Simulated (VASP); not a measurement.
# Sn2GeO2 (I4/mmm) in VASP: further runs

Runs on Sn2GeO2. Level: PBE. Tasks: single point.

All numbers are computed with VASP 6.6.1; they aren't measurements. Logs are shortened: lines on timing, memory, paths and dates and some standing lists are left out, and cuts for length are marked.

### Step 1. The cell of the first run

Symmetry: I4/mmm, No. 139, tetragonal system. Conventional cell: a = 3.565 Å, b = 3.565 Å, c = 12.160 Å, α = 90.00°, β = 90.00°, γ = 90.00°. Sn (site symmetry 4mm) has 4 O at 2.17 Å within 2.9 Å. Within 4.1 Å of Ge (site symmetry 4/mmm) lie 8 Sn at 3.10 Å and 8 O at 3.52 Å and 4 Ge at 3.57 Å. Within 2.9 Å of O (site symmetry -4m2) lie 4 Sn at 2.17 Å and 4 O at 2.52 Å.

### Step 2. Single point, PBE (15.46 Å³/atom)

Contents of INCAR:

```
SYSTEM = Sn2GeO2
  ALGO = Normal
  EDIFF = 1E-7
  ENCUT = 520
  GGA = PE
  ISIF = 2
  ISMEAR = 0
  LASPH = .TRUE.
  LCHARG = .TRUE.
  LELF = .TRUE.
  LREAL = .FALSE.
  LVHAR = .TRUE.
  LWAVE = .FALSE.
  NBANDS = 35
  NELM = 80
  PREC = Accurate
  SIGMA = 0.1
```

Contents of KPOINTS:

```
k-points
0
G
  12 12 12
  0 0 0
```

Contents of POSCAR:

```
Sn2GeO2
1.0
   -1.7825671735      1.7825671735      6.0799545564
    1.7825671735     -1.7825671735      6.0799545564
    1.7825671735      1.7825671735     -6.0799545564
Sn Ge O
2 1 2
Direct
    0.6483252915      0.6483252915      0.0000000000
    0.3516747085      0.3516747085      0.0000000000
    0.0000000000      0.0000000000      0.0000000000
    0.2500000000      0.7500000000      0.5000000000
    0.7500000000      0.2500000000      0.5000000000
```

Potentials or basis: VASP PAW PBE potentials, release 64 (Sn_d, Ge_d, O).

Launch:

```
cat potpaw_PBE.64/Sn_d/POTCAR potpaw_PBE.64/Ge_d/POTCAR potpaw_PBE.64/O/POTCAR > POTCAR
mpirun -np 1 vasp_std > vasp.out
```

OUTCAR:

```text
SYSTEM = Sn2GeO2
   EDIFF = 1E-7
   ENCUT = 520
   GGA = PE
   ISIF = 2
   ISMEAR = 0
   LASPH = .TRUE.
   LREAL = .FALSE.
   NELM = 80
   PREC = Accurate

 ion  position               nearest neighbor table
   1  0.648  0.648  0.000-   4 2.17   5 2.17   4 2.17   5 2.17   3 3.10   3 3.10   3 3.10   3 3.10
                             2 3.53   2 3.53   2 3.53   2 3.53   2 3.61
   2  0.352  0.352  0.000-   4 2.17   5 2.17   4 2.17   5 2.17   3 3.10   3 3.10   3 3.10   3 3.10
                             1 3.53   1 3.53   1 3.53   1 3.53   1 3.61
   3  0.000  0.000  0.000-   1 3.10   1 3.10   1 3.10   2 3.10   1 3.10   2 3.10   2 3.10   2 3.10

   4  0.250  0.750  0.500-   1 2.17   2 2.17   2 2.17   1 2.17
   5  0.750  0.250  0.500-   1 2.17   2 2.17   2 2.17   1 2.17

  LATTYP: Found a body centered tetragonal cell.
 ALAT       =     3.5651343470
 C/A-ratio  =     3.4107856617

  Lattice vectors:

 A1 = (  -1.7825671735,   1.7825671735,   6.0799545564)
 A2 = (   1.7825671735,  -1.7825671735,   6.0799545564)
 A3 = (   1.7825671735,   1.7825671735,  -6.0799545564)

Analysis of symmetry for initial positions (statically):
=====================================================================
 Subroutine PRICEL returns:
 Original cell was already a primitive cell.

 Routine SETGRP: Setting up the symmetry group for a
 body centered tetragonal supercell.

 Subroutine GETGRP returns: Found 16 space group operations
 (whereof 16 operations were pure point group operations)
 out of a pool of 16 trial point group operations.

The static configuration has the point symmetry D_4h.

Analysis of symmetry for dynamics (positions and initial velocities):
=====================================================================
 Subroutine PRICEL returns:
 Original cell was already a primitive cell.

 Routine SETGRP: Setting up the symmetry group for a
 body centered tetragonal supercell.

 Subroutine GETGRP returns: Found 16 space group operations
 (whereof 16 operations were pure point group operations)
 out of a pool of 16 trial point group operations.

The dynamic configuration has the point symmetry D_4h.

 Subroutine INISYM returns: Found 16 space group operations
 (whereof 16 operations are pure point group operations),
 and found     1 'primitive' translations

----------------------------------------------------------------------------------------

                                     Primitive cell

  volume of cell :      77.2773
[... 92 lines left out ...]
   LASPH  =      T    aspherical Exc in radial PAW
   ENCUT  =  520.0 eV  38.22 Ry    6.18 a.u.  12.24 12.24 12.24*2*pi/ulx,y,z
   NELM   =     80;   NELMIN=  2; NELMDL= -5     # of ELM steps
   EDIFF  = 0.1E-06   stopping-criterion for ELM
   LREAL  =      F    real-space projection
   EDIFFG = 0.1E-05   stopping-criterion for IOM
   NSW    =      0    number of steps for IOM
   IBRION =     -1    ionic relax: 0-MD 1-quasi-New 2-CG
   NFREE  =      0    steps in history (QN), initial steepest desc. (CG)
   ISIF   =      2    stress and relaxation
   ISYM   =      2    0-nonsym 1-usesym 2-fastsym
   POTIM  = 0.5000    time-step for ionic-motion
   TEBEG  =    0.0;   TEEND  =   0.0 temperature during run
   PSTRESS=    0.0 pullay stress
   NELECT =      54.0000    total number of electrons
   NUPDOWN=      -1.0000    fix difference up-down
   EMIN   =  10.00;   EMAX   =-10.00  energy-range for DOS
   EFERMI =   0.00;   METHOD = LEGACY
   ISMEAR =     0;   SIGMA  =   0.10  broadening in eV -4-tet -1-fermi 0-gaus
   EFERMI_NEDOS =   21; number of points for ismear=-14 and -15
   IALGO  =     38    algorithm
   IMIX   =      4    mixing-type and parameters
     AMIX     =   0.40;   BMIX     =  1.00
     AMIX_MAG =   1.60;   BMIX_MAG =  1.00
  volume/ion in A,a.u.               =      15.46       104.30
  Fermi-wavevector in a.u.,A,eV,Ry     =   1.452743  2.745286 28.714571  2.110461
  Thomas-Fermi vector in A             =   2.570090
   LORBIT       =      0    0 simple, 1 ext, 2 COOP (PROOUT), +10 PAW based schemes
   GGA     = PE    functional components
   LHFCALC =     F    Hartree Fock is set to
   AEXX    =    0.0000 exact exchange contribution
   IVDW    =     0    specifies the selected vdW correction
   LEPSILON=     F    determine dielectric tensor
   LRPA    =     F    only Hartree local field effects (RPA)
 non-spin polarized calculation
 Gauss-broadening in eV      SIGMA  =   0.10
  energy-cutoff  :      520.00
  volume of cell :       77.28
 maximum number of plane-waves:      2111
 NGX is ok and might be reduce to    50
   NGX = 25   NGY = 25   NGZ = 25

 number of electron      54.0000005 magnetization

 Free energy of the ion-electron system (eV)
  ---------------------------------------------------
  ext. energy  EPLUGINS =         0.00000000
  ---------------------------------------------------
  free energy    TOTEN  =       -25.49825583 eV

  energy without entropy =      -25.49457505  energy(sigma->0) =      -25.49641544

 E-fermi :   8.4903     XC(G=0): -11.3341

 val. band max:        8.4419830319   @ k =  -0.3333  -0.4167   0.0833
 cond. band min:       8.4938719072   @ k =   0.2500   0.2500   0.0833
 fundamental gap:      0.0518888753
 Fermi energy:         8.4903199696

 k-point     1 :       0.0000    0.0000    0.0000
  band No.  band energies     occupation
      1     -16.1333      2.00000
      2     -16.1209      2.00000
      3     -16.0866      2.00000
      4     -16.0866      2.00000
      5     -16.0749      2.00000
      6     -13.5192      2.00000
[... 901 lines left out ...]
     34      16.1570      0.00000
     35      16.6088      0.00000

 [... further k-points ...]
[... 5 lines left out ...]
  --------------------------------------------------------------------------------------
  -------------------------------------------------------------------------------------
  Total        5.4225050      5.4225050      5.4533215      0.0000000      0.0000000      0.0000000
  in kB      112.4238378    112.4238378    113.0627513      0.0000000      0.0000000      0.0000000
  external PRESSURE =     112.6368090 kB  Pullay stress =       0.0000000 kB

 VOLUME and BASIS-vectors are now :
 -----------------------------------------------------------------------------
  energy-cutoff  :      520.00
  volume of cell :       77.28
      direct lattice vectors                 reciprocal lattice vectors
    -1.782567173  1.782567173  6.079954556     0.000000000  0.280494338  0.082237457
     1.782567173 -1.782567173  6.079954556     0.280494338  0.000000000  0.082237457
     1.782567173  1.782567173 -6.079954556     0.280494338  0.280494338  0.000000000

 POSITION                                       TOTAL-FORCE (eV/Angst)
 -----------------------------------------------------------------------------------
      0.00000      0.00000      7.88358         0.000000      0.000000     -0.085734
      0.00000      0.00000      4.27633        -0.000000     -0.000000      0.085734
      0.00000      0.00000      0.00000        -0.000000     -0.000000      0.000000
      1.78257      0.00000      3.03998        -0.000000     -0.000000      0.000000
      0.00000      1.78257      3.03998        -0.000000     -0.000000      0.000000
 -----------------------------------------------------------------------------------
    total drift:                                0.000000     -0.000000     -0.000000

  FREE ENERGIE OF THE ION-ELECTRON SYSTEM (eV)
  ---------------------------------------------------
  free  energy   TOTEN  =       -25.4982558262 eV

  energy  without entropy=      -25.4945750457  energy(sigma->0) =      -25.49641544
```

OSZICAR:

```text
N       E                     dE             d eps       ncg     rms          rms(c)
DAV:   1     0.585245143850E+03    0.58525E+03   -0.26703E+04 13319   0.323E+03
DAV:   2     0.823122673035E+02   -0.50293E+03   -0.48447E+03 11498   0.728E+02
DAV:   3    -0.223362415558E+02   -0.10465E+03   -0.10281E+03 12547   0.231E+02
DAV:   4    -0.290447104193E+02   -0.67085E+01   -0.66512E+01 13718   0.633E+01
DAV:   5    -0.292082539032E+02   -0.16354E+00   -0.16330E+00 13373   0.103E+01    0.120E+01
DAV:   6    -0.254296003461E+02    0.37787E+01   -0.14422E+01 17443   0.394E+01    0.457E+00
DAV:   7    -0.255208210780E+02   -0.91221E-01   -0.21981E+00 12131   0.781E+00    0.261E+00
DAV:   8    -0.255108435471E+02    0.99775E-02   -0.33535E-01 16449   0.344E+00    0.844E-01
DAV:   9    -0.254975195579E+02    0.13324E-01   -0.60467E-02 17660   0.278E+00    0.179E-01
DAV:  10    -0.254983539075E+02   -0.83435E-03   -0.91640E-03 16625   0.899E-01    0.111E-01
DAV:  11    -0.254982331186E+02    0.12079E-03   -0.13823E-03 17509   0.350E-01    0.250E-02
DAV:  12    -0.254982711362E+02   -0.38018E-04   -0.34241E-04 12509   0.982E-02    0.322E-02
DAV:  13    -0.254982568201E+02    0.14316E-04   -0.37538E-05 17015   0.507E-02    0.957E-03
DAV:  14    -0.254982559157E+02    0.90444E-06   -0.10443E-05 13172   0.189E-02    0.221E-03
DAV:  15    -0.254982558262E+02    0.89492E-07   -0.30755E-07 14256   0.540E-03
   1 F= -.25498256E+02 E0= -.25496415E+02  d E =-.368078E-02
```

Run time: 12 min. Hardware: 1 thread of Intel Xeon 6975P-C (Granite Rapids), shared host; peak memory 0.63 GiB.

Results:

| Item | Value |
| --- | --- |
| Free energy | -25.4983 eV |
| Pressure | 11.3 GPa |
| Largest force | 0.086 eV/Å |
| Band gap on the k mesh | zero (bands 27 and 28 overlap by 3.05 eV) |

Forces in eV/Å, atoms in the order of the input:
```
Sn   0.000  0.000 -0.086
Sn   0.000  0.000  0.086
Ge   0.000  0.000  0.000
O    0.000  0.000  0.000
O    0.000  0.000  0.000
```

Levels at points of the mesh, in eV from the Fermi level:
| k point | band 25 | band 26 | band 27 | band 28 | band 29 | band 30 |
| --- | --- | --- | --- | --- | --- | --- |
| (0.00, 0.00, 0.00) | -1.94 | -1.73 | 0.75 | 0.75 | 2.31 | 2.80 |
| (0.50, 0.00, 0.00) | -4.50 | -1.43 | -0.76 | 2.76 | 3.10 | 4.74 |
| (0.50, 0.50, 0.00) | -1.79 | -1.79 | -1.76 | -1.47 | 0.45 | 1.40 |
| (0.50, 0.50, 0.50) | -2.48 | 0.20 | 1.32 | 1.32 | 3.14 | 4.16 |

Caveat: the cell stands under pressure; spin-orbit coupling is left out, which moves the levels of the heavy elements.

### Step 3. Single point, PBE

This run uses another cell than the first one, of 17.56 Å³/atom.

Contents of INCAR:

```
PREC     = Accurate       # precision mode
ENCUT    = 520            # plane-wave cutoff, eV
EDIFF    = 1E-6           # SCF threshold, eV
ISMEAR   = 0              # smearing method
SIGMA    = 0.1            # smearing width, eV
LREAL    = False          # projectors in reciprocal space
LASPH    = True           # aspherical terms in the spheres
NELM     = 60             # most SCF steps
ALGO     = Normal         # electronic algorithm
ISIF     = 2              # what is computed and relaxed
LWAVE    = False          # write WAVECAR
LCHARG   = False          # write CHGCAR
GGA      = PE             # functional
NBANDS   = 35             # bands
```

Contents of KPOINTS:

```
regular mesh
0
Gamma
  12 12 12
```

Contents of POSCAR:

```
Sn2GeO2
1.0
   -1.8464240752      1.8464240752      6.4394171796
    1.8464240752     -1.8464240752      6.4394171796
    1.8464240752      1.8464240752     -6.4394171796
Sn Ge O
2 1 2
Direct
    0.6542645625      0.6542645625      0.0000000000
    0.3457354375      0.3457354375      0.0000000000
    0.0000000000      0.0000000000      0.0000000000
    0.2500000000      0.7500000000      0.5000000000
    0.7500000000      0.2500000000      0.5000000000
```

Potentials or basis: VASP PAW PBE potentials, release 64 (Sn_d, Ge_d, O).

Launch:

```
cat potpaw_PBE.64/Sn_d/POTCAR potpaw_PBE.64/Ge_d/POTCAR potpaw_PBE.64/O/POTCAR > POTCAR
mpirun -np 1 vasp_std > vasp.out
```

Run time: 15 min. Hardware: 1 thread of Intel Xeon 6975P-C (Granite Rapids), shared host; peak memory 0.71 GiB.

It converged, with:

| Property | Result |
| --- | --- |
| Free energy | -25.8250 eV |
| Pressure | 0.2 GPa |
| Largest force | 0.075 eV/Å |
| Band gap on the k mesh | zero (bands 27 and 28 overlap by 3.17 eV) |

Forces in eV/Å, atoms in the order of the input:
```
Sn   0.000  0.000 -0.075
Sn   0.000  0.000  0.075
Ge   0.000  0.000  0.000
O    0.000  0.000  0.000
O    0.000  0.000  0.000
```

Levels at points of the mesh, in eV from the Fermi level:
```csv
k point,band 25,band 26,band 27,band 28,band 29,band 30
"(0.00, 0.00, 0.00)",-2.67,-1.97,0.96,0.96,1.64,2.59
"(0.50, 0.00, 0.00)",-4.11,-1.68,-0.75,2.09,2.61,3.88
"(0.50, 0.50, 0.00)",-2.00,-2.00,-1.80,-1.52,0.39,1.31
"(0.50, 0.50, 0.50)",-2.65,-0.28,1.41,1.41,2.01,3.52
```

Caveat: spin-orbit coupling is left out, which moves the levels of the heavy elements.

The gap in the log of VASP goes by the Fermi energy; the results here count the filled bands.